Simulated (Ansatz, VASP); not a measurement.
TiC in VASP and in Ansatz

```
CELL_PARAMETERS angstrom
1.54976 0.89476 4.86963
-1.54976 0.89476 4.86963
0.00000 -1.78951 4.86963
ATOMIC_POSITIONS crystal
Ti 0.26934 0.26934 0.26934
Ti 0.73066 0.73066 0.73066
C 0.50000 0.50000 0.50000
C 0.00000 0.00000 0.00000
```

Alike in both runs: task single point; functional PBE; k mesh 6 × 6 × 6; occupations gaussian, width 0.1 eV; no spin polarisation.

|  | VASP | Ansatz |
| --- | --- | --- |
| version | VASP 6.6.1 | Ansatz 0.2.0 |
| potentials or method | VASP PAW PBE potentials, release 64 (Ti_sv, C), cutoff 520 eV | scalar-relativistic, plane waves, PAW |
| valence electrons in the cell | 32 | 32 |

Ansatz gave:

```
gap on the k mesh at the Fermi level (eV)                     : none
pressure (GPa)                                                : 22.6
traceless stress, the component that is largest in VASP (GPa) : 6.71
rms of the force components (eV/Å)                            : 3.868
```

Question: Estimate VASP's values.

Answer: gap on the k mesh at the Fermi level (eV): none; pressure (GPa): 22.8; traceless stress, the component that is largest in VASP (GPa): 6.66; rms of the force components (eV/Å): 3.866.

Atom by atom the forces differ by 0.002 eV/Å (rms over components). A gap of «none» marks a metal or a gap that the smearing closes. With one functional, cell and mesh, what is left measures potentials, basis and numerics.

The k mesh is coarse, so the values compare programs but aren't converged.
